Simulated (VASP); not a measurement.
# GaGe: single point with PBEsol

Crystal: GaGe.

```
CELL_PARAMETERS angstrom
0.00000 2.89839 2.89839
2.89839 0.00000 2.89839
2.89839 2.89839 0.00000
ATOMIC_POSITIONS crystal
Ga 0.75000 0.75000 0.75000
Ge 0.00000 0.00000 0.00000
```

This cell differs from its parent crystal: strained.

* Program: VASP 6.6.1
* Task: single point
* Functional: PBEsol
* Potentials or basis: VASP PAW PBE potentials, release 64 (Ga_d, Ge_d)
* Cutoff: 520 eV
* k mesh: 12 × 12 × 12
* Occupations: gaussian, width 0.1 eV
* Spin: no spin polarisation

The pressure is -2.6 GPa and the band gap on the k mesh is zero (an odd number of electrons rules out a gap without spin polarisation).

Levels at points of the mesh, in eV from the Fermi level:
```csv
k point,band 11,band 12,band 13,band 14,band 15,band 16,band 17,band 18
"(0.00, 0.00, 0.00)",-10.51,1.72,1.72,1.72,2.06,4.38,4.38,4.38
"(0.50, 0.00, 0.00)",-8.55,-5.35,0.41,0.41,2.05,5.36,5.36,8.10
"(0.50, 0.50, 0.00)",-7.49,-5.79,-1.23,-1.23,2.29,2.41,11.03,11.03
```

It took 82 s on 1 thread of Intel Xeon 8259CL, on a shared host, peak memory 0.22 GiB.

Caveat: the cell differs from its parent crystal (strained); the PAW data sets were made with another functional, which shifts forces and pressure a little.
